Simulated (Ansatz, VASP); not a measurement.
## Two plane-wave programs on Cr

Contents of INCAR:

```
PREC     = Accurate       # precision mode
ENCUT    = 700            # plane-wave cutoff, eV
EDIFF    = 1E-6           # SCF threshold, eV
ISMEAR   = -1             # smearing method
SIGMA    = 0.03           # smearing width, eV
LREAL    = F              # projectors in reciprocal space
LASPH    = T              # aspherical terms in the spheres
NELM     = 120            # most SCF steps
ALGO     = Normal         # electronic algorithm
ISIF     = 2              # what is computed and relaxed
LWAVE    = F              # write WAVECAR
LCHARG   = F              # write CHGCAR
NBANDS   = 21             # bands
GGA_COMPAT= F
```

File KPOINTS:

```
regular mesh
0
Gamma
  12 12 7
```

The input POSCAR:

```
Cr
1.0
    2.8016082334      0.0000000000      0.0000000000
   -1.4008041167      2.4262639016      0.0000000000
    0.0000000000      0.0000000000      4.5523553092
Cr
2
Direct
    0.3333333333      0.6666666667      0.2500000000
    0.6666666667      0.3333333333      0.7500000000
```

Input for Ansatz:

```yaml
crystal:
  lattice:
    - [2.8016082334, 0.0, 0.0]
    - [-1.4008041167, 2.4262639016, 0.0]
    - [0.0, 0.0, 4.5523553092]
  atoms:
    - { symbol: Cr, position: [0.3333333333, 0.6666666667, 0.25] }
    - { symbol: Cr, position: [0.6666666667, 0.3333333333, 0.75] }
kpoints:
  mp_grid: { grid: [12, 12, 7] }
scf:
  occupations: { method: fermi_dirac, width: 0.03 }
  lower_state_search: "off"
hamiltonian:
  xc: lda
  pseudopotentials: { kind: paw }
output:
  forces: true
  stress: true
  eigenvalues: true
```

Change from the starting cell: volume scaled by 1.1, no spin polarisation, PAW files.

Alike in both runs: task single point; functional LDA; k mesh 12 × 12 × 7; occupations fermi-dirac, width 0.03 eV; no spin polarisation.

```csv
,VASP,Ansatz
version,VASP 6.6.1,Ansatz 0.2.0
potentials or method,"VASP PAW LDA potentials, release 64 (Cr_sv)","PAW with Ansatz's default frozen-core files, scalar-relativistic"
plane-wave cutoff (eV),700,420
valence electrons in the cell,28,28
```

|  | VASP | Ansatz | Ansatz less VASP |
| --- | --- | --- | --- |
| pressure (GPa) | -45.1 | -44.8 | +0.26 |
| traceless stress, the component that is largest in VASP (GPa) | 4.57 | 4.53 | -0.040 |

LDA's correlation is that of Perdew and Zunger in VASP and of Perdew and Wang (1992) in Ansatz. Both programs put the cell under strong tension, so it lies far from rest at this level.

Noted on VASP's run: the cell as given lies far from equilibrium.
